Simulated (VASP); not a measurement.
# BeC3 (R-3m) in VASP: notebook, part 2 of 2

VASP 6.6.1. Earlier steps stand in the parts before.

## 4. Single point, PBE

This run uses another cell than the first one, of 12.42 Å³/atom, 1.006 times its volume.

The input, INCAR:

```
  PREC = Accurate
  ENCUT = 520
  EDIFF = 1E-6
  ISMEAR = 0
  SIGMA = 0.1
  LREAL = False
  LASPH = True
  NELM = 60
  ALGO = Normal
  ISIF = 2
  LWAVE = False
  LCHARG = False
  GGA = PE
  NBANDS = 15
```

The input, KPOINTS:

```
Automatic mesh
0
Gamma
  12 12 12
```

The input, POSCAR:

```
BeC3
1.0
    2.7136848219      1.5667466624      1.9471683731
   -2.7136848219      1.5667466624      1.9471683731
    0.0000000000     -3.1334933248      1.9471683731
Be C
1 3
Direct
    0.0000000000      0.0000000000      0.0000000000
    0.5000000000      0.5000000000      0.5000000000
    0.7208664581      0.7208664581      0.7208664581
    0.2791335419      0.2791335419      0.2791335419
```

Potentials or basis: VASP PAW PBE potentials, release 64 (Be, C).

Run with:

```console
cat potpaw_PBE.64/Be/POTCAR potpaw_PBE.64/C/POTCAR > POTCAR
mpirun -np 1 vasp_std > vasp.out
```

OUTCAR:

```text
PREC = Accurate
   ENCUT = 520
   EDIFF = 1E-6
   ISMEAR = 0
   LREAL = False
   LASPH = True
   NELM = 60
   ISIF = 2
   GGA = PE

 ion  position               nearest neighbor table
   1  0.000  0.000  0.000-   3 1.63   4 1.63
   2  0.500  0.500  0.500-   3 1.29   4 1.29
   3  0.721  0.721  0.721-   2 1.29   1 1.63
   4  0.279  0.279  0.279-   2 1.29   1 1.63

  LATTYP: Found a trigonal (rhomboedric) cell.
 ALAT       =     3.6892065665
 COS(alpha) =    -0.0821385308

  Lattice vectors:

 A1 = (   2.7136848219,   1.5667466624,   1.9471683731)
 A2 = (  -2.7136848219,   1.5667466624,   1.9471683731)
 A3 = (   0.0000000000,  -3.1334933248,   1.9471683731)

Analysis of symmetry for initial positions (statically):
=====================================================================
 Subroutine PRICEL returns:
 Original cell was already a primitive cell.

 Routine SETGRP: Setting up the symmetry group for a
 trigonal (rhombohedral) supercell.

 Subroutine GETGRP returns: Found 12 space group operations
 (whereof 12 operations were pure point group operations)
 out of a pool of 12 trial point group operations.

The static configuration has the point symmetry D_3d.

Analysis of symmetry for dynamics (positions and initial velocities):
=====================================================================
 Subroutine PRICEL returns:
 Original cell was already a primitive cell.

 Routine SETGRP: Setting up the symmetry group for a
 trigonal (rhombohedral) supercell.

 Subroutine GETGRP returns: Found 12 space group operations
 (whereof 12 operations were pure point group operations)
 out of a pool of 12 trial point group operations.

The dynamic configuration has the point symmetry D_3d.

 Subroutine INISYM returns: Found 12 space group operations
 (whereof 12 operations are pure point group operations),
 and found     1 'primitive' translations

----------------------------------------------------------------------------------------

                                     Primitive cell

  volume of cell :      49.6721

  direct lattice vectors                    reciprocal lattice vectors
     2.713684822  1.566746662  1.947168373     0.184251316  0.106377547  0.171188757
    -2.713684822  1.566746662  1.947168373    -0.184251316  0.106377547  0.171188757
     0.000000000 -3.133493325  1.947168373     0.000000000 -0.212755094  0.171188757

  length of vectors
     3.689206566  3.689206566  3.689206566     0.273075668  0.273075668  0.273075668

  position of ions in fractional coordinates (direct lattice)
     0.000000000  0.000000000  0.000000000
     0.500000000  0.500000000  0.500000000
     0.720866458  0.720866458  0.720866458
     0.279133542  0.279133542  0.279133542

  ion indices of the primitive-cell ions
   primitive index   ion index
                 1           1
                 2           2
                 3           3
                 4           4

----------------------------------------------------------------------------------------

 KPOINTS: Automatic mesh
[... 50 lines left out ...]
   k-points           NKPTS =    189   k-points in BZ     NKDIM =    189   number of bands    NBANDS=     15
   number of dos      NEDOS =    301   number of ions     NIONS =      4
   total plane-waves  NPLWV =  21952
   dimension x,y,z NGX =    28 NGY =   28 NGZ =   28
   dimension x,y,z NGXF=    56 NGYF=   56 NGZF=   56
   ions per type =               1   3
   NGX,Y,Z   is equivalent  to a cutoff of  12.62, 12.62, 12.62 a.u.
   NGXF,Y,Z  is equivalent  to a cutoff of  25.24, 25.24, 25.24 a.u.
 SYSTEM =  unknown system
   PREC   = accura    normal or accurate (medium, high low for compatibility)
   ISTART =      0    job   : 0-new  1-cont  2-samecut
   ICHARG =      2    charge: 1-file 2-atom 10-const
   ISPIN  =      1    spin polarized calculation?
   LNONCOLLINEAR =      F non collinear calculations
   LSORBIT =      F    spin-orbit coupling
   LASPH  =      T    aspherical Exc in radial PAW
   ENCUT  =  520.0 eV  38.22 Ry    6.18 a.u.   6.86  6.86  6.86*2*pi/ulx,y,z
   NELM   =     60;   NELMIN=  2; NELMDL= -5     # of ELM steps
   EDIFF  = 0.1E-05   stopping-criterion for ELM
   LREAL  =      F    real-space projection
   EDIFFG = 0.1E-04   stopping-criterion for IOM
   NSW    =      0    number of steps for IOM
   IBRION =     -1    ionic relax: 0-MD 1-quasi-New 2-CG
   NFREE  =      0    steps in history (QN), initial steepest desc. (CG)
   ISIF   =      2    stress and relaxation
   ISYM   =      2    0-nonsym 1-usesym 2-fastsym
   POTIM  = 0.5000    time-step for ionic-motion
   TEBEG  =    0.0;   TEEND  =   0.0 temperature during run
   PSTRESS=    0.0 pullay stress
   NELECT =      14.0000    total number of electrons
   NUPDOWN=      -1.0000    fix difference up-down
   EMIN   =  10.00;   EMAX   =-10.00  energy-range for DOS
   EFERMI =   0.00;   METHOD = LEGACY
   ISMEAR =     0;   SIGMA  =   0.10  broadening in eV -4-tet -1-fermi 0-gaus
   EFERMI_NEDOS =   21; number of points for ismear=-14 and -15
   IALGO  =     38    algorithm
   IMIX   =      4    mixing-type and parameters
     AMIX     =   0.40;   BMIX     =  1.00
     AMIX_MAG =   1.60;   BMIX_MAG =  1.00
  volume/ion in A,a.u.               =      12.42        83.80
  Fermi-wavevector in a.u.,A,eV,Ry     =   1.073363  2.028362 15.675376  1.152108
  Thomas-Fermi vector in A             =   2.209160
   LORBIT       =      0    0 simple, 1 ext, 2 COOP (PROOUT), +10 PAW based schemes
   GGA     = PE    functional components
   LHFCALC =     F    Hartree Fock is set to
   AEXX    =    0.0000 exact exchange contribution
   IVDW    =     0    specifies the selected vdW correction
   LEPSILON=     F    determine dielectric tensor
   LRPA    =     F    only Hartree local field effects (RPA)
 non-spin polarized calculation
 Gauss-broadening in eV      SIGMA  =   0.10
  energy-cutoff  :      520.00
  volume of cell :       49.67
 maximum number of plane-waves:      1370
   NGX = 13   NGY = 13   NGZ = 13

 number of electron      14.0000000 magnetization

 Free energy of the ion-electron system (eV)
  ---------------------------------------------------
  ext. energy  EPLUGINS =         0.00000000
  ---------------------------------------------------
  free energy    TOTEN  =       -26.41858706 eV

  energy without entropy =      -26.40928845  energy(sigma->0) =      -26.41393776

 E-fermi :   1.4873     XC(G=0):  -9.0312

 val. band max:        1.4845639437   @ k =  -0.3333  -0.4167   0.1667
 cond. band min:       1.4890055624   @ k =  -0.4167   0.1667   0.1667
 fundamental gap:      0.0044416188
 Fermi energy:         1.4872698373

 k-point     1 :       0.0000    0.0000    0.0000
  band No.  band energies     occupation
      1     -13.7877      2.00000
      2     -10.0542      2.00000
      3      -4.9310      2.00000
      4      -3.0169      2.00000
      5      -1.0194      2.00000
      6      -1.0194      2.00000
      7       1.1051      2.00000
      8       1.1051      2.00000
      9       4.9357      0.00000
     10       4.9357      0.00000
     11       7.8138      0.00000
     12      11.4524      0.00000
     13      11.4524      0.00000
     14      13.7590      0.00000
[... 401 lines left out ...]
      2     -10.3599      2.00000
      3      -4.8041      2.00000
      4      -3.6269      2.00000
      5      -2.1459      2.00000
      6      -1.2825      2.00000
      7       0.9611      2.00000
      8       1.9456      0.00000
      9       5.2309      0.00000
     10       6.7261      0.00000
     11       9.3214      0.00000
     12       9.8978      0.00000
     13      10.7221      0.00000
     14      12.4458      0.00000
     15      13.5418      0.00000

 [... further k-points ...]

------------------------ aborting loop because EDIFF is reached ----------------------------------------

  FORCE on cell =-STRESS in cart. coord.  units (eV):
  Direction    XX          YY          ZZ          XY          YZ          ZX
  --------------------------------------------------------------------------------------
  -------------------------------------------------------------------------------------
  Total       -0.0089397     -0.0089397      0.0247646      0.0000000     -0.0000000      0.0000000
  in kB       -0.2883517     -0.2883517      0.7987839      0.0000000     -0.0000000      0.0000000
  external PRESSURE =       0.0740268 kB  Pullay stress =       0.0000000 kB

 VOLUME and BASIS-vectors are now :
 -----------------------------------------------------------------------------
  energy-cutoff  :      520.00
  volume of cell :       49.67
      direct lattice vectors                 reciprocal lattice vectors
     2.713684822  1.566746662  1.947168373     0.184251316  0.106377547  0.171188757
    -2.713684822  1.566746662  1.947168373    -0.184251316  0.106377547  0.171188757
     0.000000000 -3.133493325  1.947168373     0.000000000 -0.212755094  0.171188757

 POSITION                                       TOTAL-FORCE (eV/Angst)
 -----------------------------------------------------------------------------------
      0.00000      0.00000      0.00000         0.000000     -0.000000      0.000000
      0.00000      0.00000      2.92075        -0.000000     -0.000000      0.000000
      0.00000      0.00000      4.21095        -0.000000      0.000000      0.047322
      0.00000      0.00000      1.63056        -0.000000     -0.000000     -0.047322
 -----------------------------------------------------------------------------------
    total drift:                               -0.000000     -0.000000      0.000000

  FREE ENERGIE OF THE ION-ELECTRON SYSTEM (eV)
  ---------------------------------------------------
  free  energy   TOTEN  =       -26.4185870648 eV

  energy  without entropy=      -26.4092884541  energy(sigma->0) =      -26.41393776
```

stdout:

```text
POSCAR found type information on POSCAR BeC
 POSCAR found :  2 types and       4 ions
 scaLAPACK will be used
 LDA part: xc-table for (Slater+PW92), standard interpolation
 POSCAR, INCAR and KPOINTS ok, starting setup
 FFT: planning ... GRIDC
 FFT: planning ... GRID_SOFT
 FFT: planning ... GRID
 WAVECAR not read
 entering main loop
```

It took 3.5 min on 1 thread of AMD EPYC 7R13, shared host; peak memory 0.21 GiB.

Results:

* Free energy: -26.4186 eV
* Pressure: 0.0 GPa
* Largest force: 0.047 eV/Å
* Band gap on the k mesh: zero (band 7 reaches 2.52 eV, above the bottom of band 8 at 0.03 eV)

Forces in eV/Å, atoms in the order of the input:
```
Be   0.000  0.000  0.000
C    0.000  0.000  0.000
C    0.000  0.000  0.047
C    0.000  0.000 -0.047
```

Stress tensor (GPa, compression positive):
```
-0.03  0.00  0.00
 0.00 -0.03  0.00
 0.00  0.00  0.08
```

## 5. Relaxation of cell and atoms, PBE

The input, INCAR:

```
PREC = Accurate
ENCUT = 600
EDIFF = 1E-6
ISMEAR = 0
SIGMA = 0.1
LREAL = F
LASPH = T
NELM = 60
ALGO = Normal
ISIF = 3
LWAVE = F
LCHARG = F
GGA = PE
IBRION = 2
NSW = 100
EDIFFG = -0.01
```

KPOINTS is that of step 4.

The input, POSCAR:

```
BeC3
1.0
    2.7048904007      1.5616692010      1.9480133221
   -2.7048904007      1.5616692010      1.9480133221
    0.0000000000     -3.1233384020      1.9480133221
Be C
1 3
Direct
    0.0000000000      0.0000000000      0.0000000000
    0.5000000000      0.5000000000      0.5000000000
    0.7207927312      0.7207927312      0.7207927312
    0.2792072688      0.2792072688      0.2792072688
```

Potentials or basis: VASP PAW PBE potentials, release 64 (Be, C).

Run with:

```console
cat potpaw_PBE.64/Be/POTCAR potpaw_PBE.64/C/POTCAR > POTCAR
mpirun -np 1 vasp_std > vasp.out
```

OUTCAR:

```text
PREC = Accurate
   ENCUT = 600
   EDIFF = 1E-6
   ISMEAR = 0
   LREAL = F
   LASPH = T
   NELM = 60
   ISIF = 3
   GGA = PE
   IBRION = 2
   NSW = 100
   EDIFFG = -0.01

 ion  position               nearest neighbor table
   1  0.000  0.000  0.000-   3 1.63   4 1.63
   2  0.500  0.500  0.500-   3 1.29   4 1.29
   3  0.721  0.721  0.721-   2 1.29   1 1.63
   4  0.279  0.279  0.279-   2 1.29   1 1.63

  LATTYP: Found a trigonal (rhomboedric) cell.
 ALAT       =     3.6810322841
 COS(alpha) =    -0.0799162796

  Lattice vectors:

 A1 = (   2.7048904007,   1.5616692010,   1.9480133221)
 A2 = (  -2.7048904007,   1.5616692010,   1.9480133221)
 A3 = (   0.0000000000,  -3.1233384020,   1.9480133221)

Analysis of symmetry for initial positions (statically):
=====================================================================
 Subroutine PRICEL returns:
 Original cell was already a primitive cell.

 Routine SETGRP: Setting up the symmetry group for a
 trigonal (rhombohedral) supercell.

 Subroutine GETGRP returns: Found 12 space group operations
 (whereof 12 operations were pure point group operations)
 out of a pool of 12 trial point group operations.

[... 178 lines left out ...]
  external PRESSURE =      -1.4608341 kB  Pullay stress =       0.0000000 kB
[... 177 lines left out ...]
--------------------------------------- Ionic step        6  -------------------------------------------

 number of electron      14.0000000 magnetization

 Free energy of the ion-electron system (eV)
  ---------------------------------------------------
  ext. energy  EPLUGINS =         0.00000000
  ---------------------------------------------------
  free energy    TOTEN  =       -26.42198446 eV

  energy without entropy =      -26.41287847  energy(sigma->0) =      -26.41743146

 E-fermi :   1.5316     XC(G=0):  -9.0639

 val. band max:        1.5256536761   @ k =   0.1667   0.0833   0.0833
 cond. band min:       1.5320993644   @ k =   0.4167   0.3333   0.2500
 fundamental gap:      0.0064456883
 Fermi energy:         1.5315787049

 k-point     1 :       0.0000    0.0000    0.0000
  band No.  band energies     occupation
      1     -13.7558      2.00000
      2     -10.0041      2.00000
      3      -4.8898      2.00000
      4      -2.9691      2.00000
      5      -0.9604      2.00000
      6      -0.9604      2.00000
      7       1.1362      2.00000
      8       1.1362      2.00000
      9       4.9841      0.00000
     10       4.9841      0.00000
     11       7.9040      0.00000
[... 309 lines left out ...]
 k-point    24 :      -0.4167    0.1667    0.0000
  band No.  band energies     occupation
      1     -13.3532      2.00000
      2     -10.3176      2.00000
      3      -4.7722      2.00000
      4      -3.5865      2.00000
      5      -2.0958      2.00000
      6      -1.2261      2.00000
      7       1.0026      2.00000
      8       1.9917      0.00000
      9       5.2725      0.00000
     10       6.7904      0.00000
     11       9.3792      0.00000

 [... further k-points ...]

------------------------ aborting loop because EDIFF is reached ----------------------------------------

  FORCE on cell =-STRESS in cart. coord.  units (eV):
  Direction    XX          YY          ZZ          XY          YZ          ZX
  --------------------------------------------------------------------------------------
  -------------------------------------------------------------------------------------
  Total       -0.0071114     -0.0071114      0.0006953     -0.0000000     -0.0000000      0.0000000
  in kB       -0.2309691     -0.2309691      0.0225828     -0.0000000     -0.0000000      0.0000000
  external PRESSURE =      -0.1464518 kB  Pullay stress =       0.0000000 kB
[... 19 lines left out ...]
  FREE ENERGIE OF THE ION-ELECTRON SYSTEM (eV)
  ---------------------------------------------------
  free  energy   TOTEN  =       -26.4219844559 eV

  energy  without entropy=      -26.4128784676  energy(sigma->0) =      -26.41743146

 reached required accuracy - stopping structural energy minimisation
```

OSZICAR:

```text
N       E                     dE             d eps       ncg     rms          rms(c)
DAV:   1     0.441062953304E+02    0.44106E+02   -0.73357E+03  4158   0.124E+03
DAV:   2    -0.248552858398E+02   -0.68962E+02   -0.65902E+02  6120   0.209E+02
DAV:   3    -0.289826361307E+02   -0.41274E+01   -0.40526E+01  5253   0.547E+01
[... 34 lines left out ...]
       N       E                     dE             d eps       ncg     rms          rms(c)
DAV:   1    -0.264219917163E+02   -0.66367E-04   -0.74139E-04  4857   0.296E-01    0.184E-02
DAV:   2    -0.264219870648E+02    0.46516E-05   -0.12048E-05  4853   0.356E-02    0.115E-02
DAV:   3    -0.264219846395E+02    0.24252E-05   -0.46164E-06  4686   0.176E-02    0.306E-03
DAV:   4    -0.264219844559E+02    0.18362E-06   -0.73206E-07  2196   0.750E-03
   6 F= -.26421984E+02 E0= -.26417431E+02  d E =-.452760E-05
```

CONTCAR:

```text
BeC3
   1.00000000000000
     2.7046938408837478    1.5615557171371688    1.9466428514399650
    -2.7046938408837478    1.5615557171371688    1.9466428514399650
    -0.0000000000000000   -3.1231114342743376    1.9466428514399650
  Be              C
     1     3
Direct
     0.0000000000000000    0.0000000000000000    0.0000000000000000
     0.5000000000000000    0.5000000000000000    0.5000000000000000
     0.7209731612488883    0.7209731612488883    0.7209731612488883
     0.2790268387511118    0.2790268387511118    0.2790268387511118

  0.00000000E+00  0.00000000E+00  0.00000000E+00
  0.00000000E+00  0.00000000E+00  0.00000000E+00
  0.00000000E+00  0.00000000E+00  0.00000000E+00
  0.00000000E+00  0.00000000E+00  0.00000000E+00
```

It took 7.9 min on 1 thread of AMD EPYC 7R13, shared host; peak memory 0.22 GiB.

Results:

- Free energy: -26.4220 eV
- Relaxed volume: 12.33 Å³/atom
- Relaxed cell: a = 3.680 Å, b = 3.680 Å, c = 3.680 Å, α = 94.61°, β = 94.61°, γ = 94.61°
- Space group after relaxing (to 0.05 Å): R-3m (No. 166)
- Energy gained by relaxing: 0.0 meV/atom
- Ionic steps: 6
- Pressure after relaxing: 0.0 GPa
- Band gap on the k mesh: zero (band 7 reaches 2.57 eV, above the bottom of band 8 at 0.06 eV)

Forces on the atoms (eV/Å):
```
Be   0.000  0.000  0.000
C    0.000  0.000  0.000
C    0.000  0.000  0.002
C    0.000  0.000 -0.002
```

The path:
| step | energy change (eV) | largest force (eV/Å) | pressure (GPa) | volume (Å³) |
| --- | --- | --- | --- | --- |
| 1 | 0.0000 | 0.0547 | -0.15 | 49.37 |
| 2 | 0.0001 | 0.1015 | 0.04 | 49.29 |
| 3 | -0.0001 | 0.0150 | -0.06 | 49.34 |
| 4 | -0.0001 | 0.0116 | -0.07 | 49.34 |
| 5 | 0.0000 | 0.0519 | 0.20 | 49.30 |
| 6 | -0.0001 | 0.0020 | -0.01 | 49.33 |

Final structure:
```
Be C
1.0
     2.70469    1.56156    1.94664
    -2.70469    1.56156    1.94664
     0.00000   -3.12311    1.94664
Be C
1 3
Direct
  0.00000 0.00000 0.00000
  0.50000 0.50000 0.50000
  0.72097 0.72097 0.72097
  0.27903 0.27903 0.27903
```

## 6. Summary

```csv
task,cell,k mesh,cutoff (eV),gap on the mesh (eV),pressure (GPa),relaxed volume (Å³/atom),largest force (eV/Å)
single point,"a = 3.681 Å, angles 94.6°, 4 atoms",6 × 6 × 6,520,none,0.0,-,0.05
relaxation of cell and atoms,"relaxed from a = 3.938 Å, angles 59.7°, 4 atoms",6 × 6 × 6,600,none,0.0,11.20,-
single point,"a = 3.689 Å, angles 94.7°, 4 atoms",12 × 12 × 12,520,none,0.0,-,0.05
relaxation of cell and atoms,"relaxed from a = 3.681 Å, angles 94.6°, 4 atoms",12 × 12 × 12,600,none,0.0,12.33,-
```

Alike in all rows: level PBE; potentials or basis VASP PAW PBE potentials, release 64 (Be, C); no spin polarisation; smearing gaussian 0.1 eV.

Absolute energies hang on the potentials; compare differences alone.
